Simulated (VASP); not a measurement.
Wanted: the native input for a VASP 6.6.1 run.

| Quantity | Value |
| --- | --- |
| Task | single point |
| Functional | PBE |
| Potentials or basis | VASP PAW PBE potentials, release 64 (Cr_pv) |
| Cutoff | 520 eV |
| k mesh | 16 × 16 × 9 |
| Occupations | fermi-dirac, width 0.05 eV |
| Spin | collinear spin, ferromagnetic start |
| Starting moments | [3.0, 3.0] μB |
| Dipole correction | no |
| Further INCAR settings | ALGO = Normal; EDIFF = 1e-06; NBANDS = 23 |

The structure of Cr lies in POSCAR:

```
Cr
1.0
    2.7140000000      0.0000000000      0.0000000000
   -1.3570000000      2.3503929459      0.0000000000
    0.0000000000      0.0000000000      4.4100000000
Cr
2
Direct
    0.6666666667      0.3333333333      0.7500000000
    0.3333333333      0.6666666667      0.2500000000
```

One way to write it, as run:

INCAR

```
  ALGO = Normal
  EDIFF = 1E-6
  ENCUT = 520
  GGA = PE
  ISIF = 2
  ISMEAR = -1
  ISPIN = 2
  LASPH = True
  LCHARG = False
  LMAXMIX = 4
  LORBIT = 11
  LREAL = False
  LWAVE = False
  MAGMOM = 3 3
  NBANDS = 23
  NELM = 150
  PREC = Accurate
  SIGMA = 0.05
```

KPOINTS

```
k-points
0
Gamma
  16 16 9
```

Potentials or basis: VASP PAW PBE potentials, release 64 (Cr_pv).

The run is started by

```bash
$ cat potpaw_PBE.64/Cr_pv/POTCAR > POTCAR
$ mpirun -np 1 vasp_std > vasp.out
```

It gave:

* Pressure: -25.2 GPa
* Net moment: 1.84 μB per cell
* Site moments: Cr +0.86 μB
* Valence electrons inside the program's atomic spheres: Cr 10.72

Wall time 97 s on 1 thread of Intel(R) Xeon(R) 6975P-C (Granite Rapids), with other jobs on the host, peak memory 0.24 GiB.
